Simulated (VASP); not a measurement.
Input of a VASP 6.6.1 run:

The input INCAR:

```
SYSTEM = Al
PREC = Accurate ; ENCUT = 520
EDIFF = 1E-7 ; ISMEAR = 0
SIGMA = 0.15 ; LREAL = .FALSE.
LASPH = .TRUE. ; NELM = 60
ALGO = Fast ; ISIF = 2
LWAVE = .FALSE. ; LCHARG = .FALSE.
GGA = PE ; IVDW = 12
NBANDS = 14
```

File KPOINTS:

```
regular mesh
0
G
  18 18 4
  0 0 0
```

File POSCAR:

```
Al
1.0
    3.0114000000      0.0000000000      0.0000000000
   -1.5057000000      2.6079489009      0.0000000000
    0.0000000000      0.0000000000      7.6442000000
Al
4
Direct
    0.0000000000      0.0000000000      0.0000000000
    0.3333333333      0.6666666667      0.2500000000
    0.0000000000      0.0000000000      0.5000000000
    0.6666666667      0.3333333333      0.7500000000
```

Potentials or basis: VASP PAW PBE potentials, release 64 (Al).

The run is started by

```bash
$ cat potpaw_PBE.64/Al/POTCAR > POTCAR
$ mpirun -np 1 vasp_std > vasp.out
```

(1) Estimate the dispersion energy per atom.

(2) Predict the band gap on the k mesh.

(3) What does it give for the pressure?

Results:

(1) -0.372 eV.

(2) zero (band 6 reaches 16.44 eV, above the bottom of band 7 at 6.74 eV).

(3) 12.7 GPa.

Caveat: pairwise dispersion overbinds metals, which lowers pressure and volume.
